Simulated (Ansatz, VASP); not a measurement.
## Two plane-wave programs on Ga2S

```xyz
3
Lattice="1.7712 1.0226 5.3494 -1.7712 1.0226 5.3494 0.0000 -2.0452 5.3494" Properties=species:S:1:pos:R:3 pbc="T T T"
Ga    0.0000    0.0000   12.0361
Ga    0.0000    0.0000    4.0120
S     0.0000    0.0000    0.0000
```

Alike in both runs: task single point; functional PBE; k mesh 6 × 6 × 6; occupations gaussian, width 0.1 eV; no spin polarisation.

|  | VASP | Ansatz |
| --- | --- | --- |
| version | VASP 6.6.1 | Ansatz 0.2.0 |
| potentials or method | VASP PAW PBE potentials, release 64 (Ga_d, S), cutoff 520 eV | scalar-relativistic, plane waves, PAW |
| valence electrons in the cell | 32 | 32 |

|  | VASP | Ansatz | Ansatz less VASP |
| --- | --- | --- | --- |
| gap on the k mesh at the Fermi level (eV) | none | none | - |
| pressure (GPa) | 13.1 | 12.9 | -0.14 |
| traceless stress, the component that is largest in VASP (GPa) | 1.39 | 1.40 | +0.006 |
| rms of the force components (eV/Å) | 1.112 | 1.101 | -0.0113 |

Atom by atom the forces differ by 0.011 eV/Å (rms over components). A gap of «none» marks a metal or a gap that the smearing closes. The functional is the same, so the differences come from potentials, cutoffs and numerics.
